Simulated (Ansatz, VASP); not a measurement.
## AlN: VASP beside Ansatz

File POSCAR:

```
AlN
1.0
    2.1839935596     -2.1839935596      0.0000000000
    2.1839935596      0.0000000000     -2.1839935596
   10.1918243452      8.0080491850      8.0080491850
Al N
6 6
Direct
    0.6458465267      0.6458465267      0.0624666667
   -0.2985701400     -0.2985701400      0.8958000000
    0.2569631933      0.2569631933      0.2291333333
    0.4791965267      0.4791965267      0.5624666667
   -0.1319201400     -0.1319201400      0.3958000000
    0.0903131933      0.0903131933      0.7291333333
    0.5208590267      0.5208590267      0.4374666667
    0.9097423600      0.9097423600      0.2708000000
    0.1319756933      0.1319756933      0.6041333333
    0.3542090267      0.3542090267      0.9374666667
   -0.2569076400     -0.2569076400      0.7708000000
    0.2986256933      0.2986256933      0.1041333333
```

File INCAR.step1:

```
ALGO = Normal ; EDIFF = 1E-4
ENCUT = 520 ; GGA = PE
ISMEAR = 0 ; LASPH = T
LCHARG = F ; LREAL = F
LWAVE = T ; NBANDS = 36
NELM = 60 ; PREC = Accurate
SIGMA = 0.05
```

The input INCAR.step2:

```
ALGO = Normal ; EDIFF = 1E-6
ENCUT = 520 ; ISIF = 2
ISMEAR = 0 ; ISTART = 1
LASPH = T ; LCHARG = F
LMIXTAU = T ; LREAL = F
LWAVE = F ; METAGGA = R2SCAN
NBANDS = 36 ; NELM = 60
PREC = Accurate ; SIGMA = 0.05
```

KPOINTS

```
k-points
0
Gamma
  8 8 2
```

Input for Ansatz:

```yaml
crystal:
  lattice:
    - [2.1839935596, -2.1839935596, 0.0]
    - [2.1839935596, 0.0, -2.1839935596]
    - [10.1918243452, 8.008049185, 8.008049185]
  atoms:
    - { symbol: Al, position: [0.6458465267, 0.6458465267, 0.0624666667] }
    - { symbol: Al, position: [-0.29857014, -0.29857014, 0.8958] }
    - { symbol: Al, position: [0.2569631933, 0.2569631933, 0.2291333333] }
    - { symbol: Al, position: [0.4791965267, 0.4791965267, 0.5624666667] }
    - { symbol: Al, position: [-0.13192014, -0.13192014, 0.3958] }
    - { symbol: Al, position: [0.0903131933, 0.0903131933, 0.7291333333] }
    - { symbol: "N", position: [0.5208590267, 0.5208590267, 0.4374666667] }
    - { symbol: "N", position: [0.90974236, 0.90974236, 0.2708] }
    - { symbol: "N", position: [0.1319756933, 0.1319756933, 0.6041333333] }
    - { symbol: "N", position: [0.3542090267, 0.3542090267, 0.9374666667] }
    - { symbol: "N", position: [-0.25690764, -0.25690764, 0.7708] }
    - { symbol: "N", position: [0.2986256933, 0.2986256933, 0.1041333333] }
basis:
  ecutwfc: 500
kpoints:
  mp_grid: { grid: [8, 8, 2] }
hamiltonian:
  xc: r2scan
scf:
  occupations: { method: gaussian, width: 0.05 }
output:
  forces: true
  stress: true
  eigenvalues: true
```

Alike in both runs: task single point; functional r2SCAN; k mesh 8 × 8 × 2; occupations gaussian, width 0.05 eV; no spin polarisation.

|  | VASP | Ansatz |
| --- | --- | --- |
| version | VASP 6.6.1 | Ansatz 0.2.0 |
| potentials or method | VASP PAW PBE potentials, release 64 (Al, N), cutoff 520 eV | scalar-relativistic, plane waves, PAW |
| valence electrons in the cell | 48 | 48 |

```csv
,VASP,Ansatz,Ansatz less VASP
gap on the k mesh at the Fermi level (eV),2.99,3.01,+0.021
least direct gap on the mesh (eV),3.05,3.07,+0.020
pressure (GPa),0.0,0.4,+0.37
"traceless stress, the component that is largest in VASP (GPa)",4.88,4.90,+0.017
rms of the force components (eV/Å),0.432,0.435,+0.0027
```

VASP's potentials were made for PBE, not for r2SCAN. Atom by atom the forces differ by 0.005 eV/Å (rms over components).
